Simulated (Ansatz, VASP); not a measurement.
# Two plane-wave programs on Te2As3

```
Te As
1.0
     4.98446    0.00000    0.00000
    -2.49223    4.31667    0.00000
     0.00000    0.00000    6.35645
Te As
2 3
Cartesian
  0.0000 2.8778 1.2656
  2.4922 1.4389 5.0908
  0.0000 2.8778 4.2820
  2.4922 1.4389 2.0745
  0.0000 0.0000 0.0000
```

Change from the starting cell: species swapped into the Si2Rh3 type (P-3m1, No. 164).

Alike in both runs: task relaxation of cell and atoms; functional PBE; k mesh 6 × 6 × 4; occupations gaussian, width 0.1 eV; no spin polarisation.

```csv
,VASP,Ansatz
version,VASP 6.6.1,Ansatz 0.2.0
potentials or method,"VASP PAW PBE potentials, release 64 (Te, As), cutoff 600 eV","scalar-relativistic, plane waves, PAW"
valence electrons in the cell,27,77
```

VASP gave:

* gap on the k mesh at the Fermi level, each at its own relaxed structure (eV): none
* relaxed volume (Å³/atom): 27.11
* relaxed length of the cell vector where the two differ most in proportion (Å): 5.137

Question: What did Ansatz give for the same quantities?

Answer: gap on the k mesh at the Fermi level, each at its own relaxed structure (eV): none; relaxed volume (Å³/atom): 27.17; relaxed length of the cell vector where the two differ most in proportion (Å): 5.145.

A gap of «none» marks a metal or a gap that the smearing closes. VASP's potentials hold 27 valence electrons a cell and Ansatz's 77, so a difference there can come from the potentials and not from the codes.

Spin-orbit coupling is off throughout. Noted on VASP's run: too few bands were computed for a metal, which touches its energy and stress.
